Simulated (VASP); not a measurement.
# C (Pm-3m) in VASP: notebook, part 2 of 2

VASP 6.6.1.

## (5) Single point, LDA

This run uses another cell than the first one, of 4.96 Å³/atom, 0.919 times its volume.

Contents of INCAR:

```
SYSTEM = C
  ALGO = Normal
  EDIFF = 1E-6
  ENCUT = 520
  ISIF = 2
  ISMEAR = 1
  LASPH = .TRUE.
  LCHARG = .FALSE.
  LREAL = .FALSE.
  LWAVE = .FALSE.
  NBANDS = 8
  NELM = 80
  PREC = Accurate
  SIGMA = 0.05
```

Contents of KPOINTS:

```
k-points
0
G
  12 12 12
  0 0 0
```

Contents of POSCAR:

```
C
1.0
    1.7056117850      0.0000000000      0.0000000000
    0.0000000000      1.7056117850      0.0000000000
    0.0000000000      0.0000000000      1.7056117850
C
1
Direct
    0.0000000000      0.0000000000      0.0000000000
```

Potentials or basis: VASP PAW LDA potentials, release 64 (C).

Command:

```sh
$ cat potpaw_LDA.64/C/POTCAR > POTCAR
$ mpirun -np 1 vasp_std > vasp.out
```

OUTCAR:

```text
SYSTEM = C
   EDIFF = 1E-6
   ENCUT = 520
   ISIF = 2
   ISMEAR = 1
   LASPH = .TRUE.
   LREAL = .FALSE.
   NELM = 80
   PREC = Accurate

 ion  position               nearest neighbor table
   1  0.000  0.000  0.000-

  LATTYP: Found a simple cubic cell.
 ALAT       =     1.7056117850

  Lattice vectors:

 A1 = (   1.7056117850,   0.0000000000,   0.0000000000)
 A2 = (   0.0000000000,   1.7056117850,   0.0000000000)
 A3 = (   0.0000000000,   0.0000000000,   1.7056117850)

Analysis of symmetry for initial positions (statically):
=====================================================================
 Subroutine PRICEL returns:
 Original cell was already a primitive cell.

 Routine SETGRP: Setting up the symmetry group for a
 simple cubic supercell.

 Subroutine GETGRP returns: Found 48 space group operations
[... 9 lines left out ...]

 Routine SETGRP: Setting up the symmetry group for a
 simple cubic supercell.

 Subroutine GETGRP returns: Found 48 space group operations
[... 11 lines left out ...]
                                     Primitive cell

  volume of cell :       4.9618

[... 129 lines left out ...]
  ext. energy  EPLUGINS =         0.00000000
  ---------------------------------------------------
  free energy    TOTEN  =        -7.41503267 eV

  energy without entropy =       -7.41477981  energy(sigma->0) =       -7.41494838

 E-fermi :  12.7108     XC(G=0): -14.5214

 val. band max:       12.6791330760   @ k =   0.5000   0.4167   0.3333
 cond. band min:      12.7241736487   @ k =   0.5000   0.4167   0.2500
 fundamental gap:      0.0450405726
 Fermi energy:        12.7108483770

 k-point     1 :       0.0000    0.0000    0.0000
  band No.  band energies     occupation
      1     -10.9524      2.00000
      2      23.0104      0.00000
      3      23.0104      0.00000
      4      23.0104      0.00000
      5      39.6930      0.00000
      6      39.6930      0.00000
      7      46.9045      0.00000
      8      72.8643      0.00000
[... 243 lines left out ...]
 k-point    24 :       0.4167    0.3333    0.0000
  band No.  band energies     occupation
      1       0.5569      2.00000
      2       6.3359      2.00000
      3      14.9295      0.00000
      4      27.1454      0.00000
      5      28.6677      0.00000
      6      54.3348      0.00000
      7      57.8720      0.00000
      8      60.5431      0.00000

 [... further k-points ...]
[... 5 lines left out ...]
  --------------------------------------------------------------------------------------
  -------------------------------------------------------------------------------------
  Total        0.9639909      0.9639909      0.9639909      0.0000000      0.0000000      0.0000000
  in kB      311.2740659    311.2740659    311.2740659      0.0000000      0.0000000      0.0000000
  external PRESSURE =     311.2740659 kB  Pullay stress =       0.0000000 kB

 VOLUME and BASIS-vectors are now :
 -----------------------------------------------------------------------------
  energy-cutoff  :      520.00
  volume of cell :        4.96
      direct lattice vectors                 reciprocal lattice vectors
     1.705611785  0.000000000  0.000000000     0.586299889  0.000000000  0.000000000
     0.000000000  1.705611785  0.000000000     0.000000000  0.586299889  0.000000000
     0.000000000  0.000000000  1.705611785     0.000000000  0.000000000  0.586299889

 POSITION                                       TOTAL-FORCE (eV/Angst)
 -----------------------------------------------------------------------------------
      0.00000      0.00000      0.00000         0.000000      0.000000      0.000000
 -----------------------------------------------------------------------------------
    total drift:                               -0.000000     -0.000000     -0.000000

  FREE ENERGIE OF THE ION-ELECTRON SYSTEM (eV)
  ---------------------------------------------------
  free  energy   TOTEN  =        -7.4150326727 eV

  energy  without entropy=       -7.4147798091  energy(sigma->0) =       -7.41494838
```

OSZICAR:

```text
N       E                     dE             d eps       ncg     rms          rms(c)
DAV:   1    -0.620754610167E+01   -0.62075E+01   -0.26540E+03  1560   0.506E+02
DAV:   2    -0.747536000170E+01   -0.12678E+01   -0.11919E+01  1752   0.270E+01
DAV:   3    -0.747753814830E+01   -0.21781E-02   -0.21782E-02  1600   0.112E+00
DAV:   4    -0.747753841167E+01   -0.26337E-06   -0.26372E-06  2008   0.114E-02
DAV:   5    -0.747753841236E+01   -0.68715E-09   -0.24682E-10  1528   0.666E-05    0.246E+00
DAV:   6    -0.743211288504E+01    0.45426E-01   -0.26626E-02  1440   0.102E+00    0.150E+00
DAV:   7    -0.741511657389E+01    0.16996E-01   -0.35535E-02  1440   0.119E+00    0.223E-01
DAV:   8    -0.741503240047E+01    0.84173E-04   -0.20678E-04  1488   0.108E-01    0.114E-02
DAV:   9    -0.741503267273E+01   -0.27225E-06   -0.80832E-07  1688   0.871E-03
   1 F= -.74150327E+01 E0= -.74149484E+01  d E =-.252864E-03
```

It took 2.6 s on 1 thread of AMD EPYC 7R13 (Zen 3), shared host; peak memory 0.07 GiB.

What came out:

* Free energy: -7.4150 eV
* Pressure: 31.1 GPa
* Band gap on the k mesh: zero (band 2 reaches 23.01 eV, above the bottom of band 3 at 11.03 eV)

Levels at points of the mesh, in eV from the Fermi level:
```csv
k point,band 1,band 2,band 3,band 4,band 5
"(0.00, 0.00, 0.00)",-23.66,10.30,10.30,10.30,26.98
"(0.50, 0.00, 0.00)",-13.59,-12.99,14.07,14.07,31.65
"(0.50, 0.50, 0.00)",-6.71,-6.71,-1.68,7.88,17.10
"(0.50, 0.50, 0.50)",-1.04,-1.04,-1.04,11.60,18.09
```

## (6) Relaxation of cell and atoms, LDA

This run uses another cell than the first one, of 7.41 Å³/atom, 1.374 times its volume.

Contents of INCAR:

```
SYSTEM = C
PREC = Accurate
ENCUT = 600
EDIFF = 1E-6
ISMEAR = 1
SIGMA = 0.05
LREAL = .False.
LASPH = .True.
NELM = 100
ALGO = Normal
ISIF = 3
LWAVE = .False.
LCHARG = .False.
IBRION = 2
NSW = 80
EDIFFG = -0.03
```

Contents of KPOINTS:

```
Automatic mesh
0
Gamma
  12 12 12
  0 0 0
```

Contents of POSCAR:

```
C
1.0
    1.9500000000      0.0000000000      0.0000000000
    0.0000000000      1.9500000000      0.0000000000
    0.0000000000      0.0000000000      1.9500000000
C
1
Direct
    0.0000000000      0.0000000000      0.0000000000
```

Potentials or basis: VASP PAW LDA potentials, release 64 (C).

Command:

```sh
$ cat potpaw_LDA.64/C/POTCAR > POTCAR
$ mpirun -np 1 vasp_std > vasp.out
```

OUTCAR:

```text
SYSTEM = C
   PREC = Accurate
   ENCUT = 600
   EDIFF = 1E-6
   ISMEAR = 1
   LREAL = .False.
   LASPH = .True.
   NELM = 100
   ISIF = 3
   IBRION = 2
   NSW = 80
   EDIFFG = -0.03

 ion  position               nearest neighbor table
   1  0.000  0.000  0.000-

  LATTYP: Found a simple cubic cell.
 ALAT       =     1.9500000000

  Lattice vectors:

 A1 = (   1.9500000000,   0.0000000000,   0.0000000000)
 A2 = (   0.0000000000,   1.9500000000,   0.0000000000)
 A3 = (   0.0000000000,   0.0000000000,   1.9500000000)

Analysis of symmetry for initial positions (statically):
=====================================================================
 Subroutine PRICEL returns:
 Original cell was already a primitive cell.

 Routine SETGRP: Setting up the symmetry group for a
 simple cubic supercell.

 Subroutine GETGRP returns: Found 48 space group operations
 (whereof 48 operations were pure point group operations)
[... 169 lines left out ...]
 cond. band min:       6.7165629212   @ k =   0.2500   0.2500   0.0833
 fundamental gap:      0.0894298386
 Fermi energy:         6.7089410528

 k-point     1 :       0.0000    0.0000    0.0000
  band No.  band energies     occupation
      1     -11.3040      2.00000
      2      13.9785      0.00000
      3      13.9785      0.00000
      4      13.9785      0.00000
      5      29.7504      0.00000
      6      29.7504      0.00000
[... 311 lines left out ...]
--------------------------------------- Ionic step        4  -------------------------------------------

 number of electron       4.0000000 magnetization

 Free energy of the ion-electron system (eV)
  ---------------------------------------------------
  ext. energy  EPLUGINS =         0.00000000
  ---------------------------------------------------
  free energy    TOTEN  =        -7.46323912 eV

  energy without entropy =       -7.46276998  energy(sigma->0) =       -7.46308274

 E-fermi :  11.1640     XC(G=0): -14.0933

 val. band max:       11.1589162409   @ k =   0.2500   0.1667   0.0833
 cond. band min:      11.1944750624   @ k =   0.4167   0.4167   0.1667
 fundamental gap:      0.0355588215
 Fermi energy:        11.1640409582

 k-point     1 :       0.0000    0.0000    0.0000
  band No.  band energies     occupation
      1     -11.0452      2.00000
      2      20.8206      0.00000
      3      20.8206      0.00000
      4      20.8206      0.00000
      5      37.3128      0.00000
      6      37.3128      0.00000
[... 235 lines left out ...]
  FREE ENERGIE OF THE ION-ELECTRON SYSTEM (eV)
  ---------------------------------------------------
  free  energy   TOTEN  =        -7.4632391183 eV

  energy  without entropy=       -7.4627699753  energy(sigma->0) =       -7.46308274

 reached required accuracy - stopping structural energy minimisation
```

OSZICAR:

```text
N       E                     dE             d eps       ncg     rms          rms(c)
DAV:   1    -0.290617878980E+01   -0.29062E+01   -0.26718E+03  1050   0.734E+02
DAV:   2    -0.693453995740E+01   -0.40284E+01   -0.38011E+01  1332   0.543E+01
DAV:   3    -0.697249572295E+01   -0.37956E-01   -0.37965E-01  1188   0.577E+00
[... 22 lines left out ...]
       N       E                     dE             d eps       ncg     rms          rms(c)
DAV:   1    -0.746336309734E+01   -0.24238E-03   -0.75984E-03  1008   0.812E-01    0.773E-02
DAV:   2    -0.746327437341E+01    0.88724E-04   -0.59128E-05  1038   0.772E-02    0.405E-02
DAV:   3    -0.746323916714E+01    0.35206E-04   -0.63004E-05  1026   0.632E-02    0.510E-03
DAV:   4    -0.746323911829E+01    0.48847E-07   -0.15031E-07   528   0.547E-03
   4 F= -.74632391E+01 E0= -.74630827E+01  d E =-.491318E+00
```

Run time: 5.7 s. Hardware: 1 thread of AMD EPYC 7R13 (Zen 3), shared host; peak memory 0.08 GiB.

Results:

| Quantity | Value |
| --- | --- |
| Free energy | -7.4632 eV |
| Relaxed volume | 5.41 Å³/atom |
| Relaxed cell | a = 1.756 Å, b = 1.756 Å, c = 1.756 Å, α = 90.00°, β = 90.00°, γ = 90.00° |
| Space group after relaxing (to 0.05 Å) | Pm-3m (No. 221) |
| Energy gained by relaxing | 491.3 meV/atom |
| Ionic steps | 4 |
| Pressure after relaxing | -0.6 GPa |
| Band gap on the k mesh | zero (band 2 reaches 20.82 eV, above the bottom of band 3 at 9.03 eV) |

The path:
```
step  energy change (eV)  largest force (eV/Å)  pressure (GPa)  volume (Å³)
   1              0.0000                0.0000          -60.67         7.41
   2             -0.4129                0.0000           46.19         4.79
   3             -0.4912                0.0000            1.75         5.37
   4             -0.4913                0.0000           -0.63         5.41
```

Final structure:
```
C
1.0
     1.75563    0.00000    0.00000
     0.00000    1.75563    0.00000
     0.00000    0.00000    1.75563
C
1
Direct
  0.00000 0.00000 0.00000
```

Caveat: the volume moved by over 15 % at a fixed basis, so the end points are rough.

## (7) Summary

```csv
task,cell,cutoff (eV),gap on the mesh (eV),pressure (GPa)
single point,"a = 1.754 Å, 1 atom",520,none,0.7
single point,"a = 1.733 Å, 1 atom",520,none,11.7
single point,"a = 1.718 Å, 1 atom",520,none,21.4
single point,"a = 1.706 Å, 1 atom",520,none,31.1
relaxation of cell and atoms,"relaxed from a = 1.950 Å, 1 atom",600,none,-0.6
```

Alike in all rows: level LDA; potentials or basis VASP PAW LDA potentials, release 64 (C); no spin polarisation; k mesh 12 × 12 × 12; smearing methfessel-paxton 0.05 eV.

Caveats: the volume moved by over 15 % at a fixed basis, so the end points are rough (some runs).

Absolute energies hang on the potentials; compare differences alone.
